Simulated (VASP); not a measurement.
## Zn3BH3: single point with PBE

Zn3BH3:

```
Zn B H
1.0
     3.91265    0.00000    0.00000
    -1.95633    3.38846    0.00000
     0.00000    0.00000    6.76619
Zn B H
3 1 3
Direct
  0.33333 0.66667 0.22490
  0.33333 0.66667 0.77510
  0.33333 0.66667 0.50000
  0.33333 0.66667 0.00000
  0.66667 0.33333 0.73510
  0.66667 0.33333 0.26490
  0.00000 0.00000 0.50000
```

The cell was generated, and may not be a known phase.

```yaml
Program: VASP 6.6.1
Task: single point
Functional: PBE
Potentials_or_basis: VASP PAW PBE potentials, release 64 (Zn, B, H)
Cutoff: 500 eV
k_mesh: 6 × 6 × 4
Occupations: gaussian, width 0.1 eV
Spin: no spin polarisation
Dipole_correction: no
Further_INCAR_settings: ALGO = Normal; EDIFF = 1e-06; NBANDS = 30
```

The pressure is 44.3 GPa, the largest force is 5.063 eV/Å and the band gap on the k mesh is zero (bands 21 and 22 overlap by 2.24 eV).

Forces in eV/Å, atoms in the order of the input:
```
Zn   0.000  0.000  5.063
Zn   0.000  0.000 -5.063
Zn   0.000  0.000  0.000
B    0.000  0.000  0.000
H    0.000  0.000  0.135
H    0.000  0.000 -0.135
H    0.000  0.000  0.000
```

Stress tensor (GPa, compression positive):
```
-11.09   0.00   0.00
  0.00 -11.09   0.00
  0.00   0.00 155.06
```

Levels at points of the mesh, in eV from the Fermi level:
```csv
k point,band 19,band 20,band 21,band 22,band 23,band 24
"(0.00, 0.00, 0.00)",0.44,0.50,0.99,0.99,3.18,3.48
"(0.50, 0.00, 0.00)",-3.82,-1.78,-0.91,0.19,1.22,1.65
"(0.00, 0.00, 0.50)",-2.74,1.35,1.35,1.48,3.20,3.28
"(0.50, 0.00, 0.50)",-3.23,-1.30,-0.53,-0.10,0.69,1.71
```

Run time: 2.3 min on 1 thread of Intel Xeon 8259CL (shared host), peak memory 0.22 GiB.

Caveat: the stress differs along the axes, from -11 to 155 GPa; forces of over 1 eV/Å act on the atoms, so gaps and moduli don't describe the material at rest.
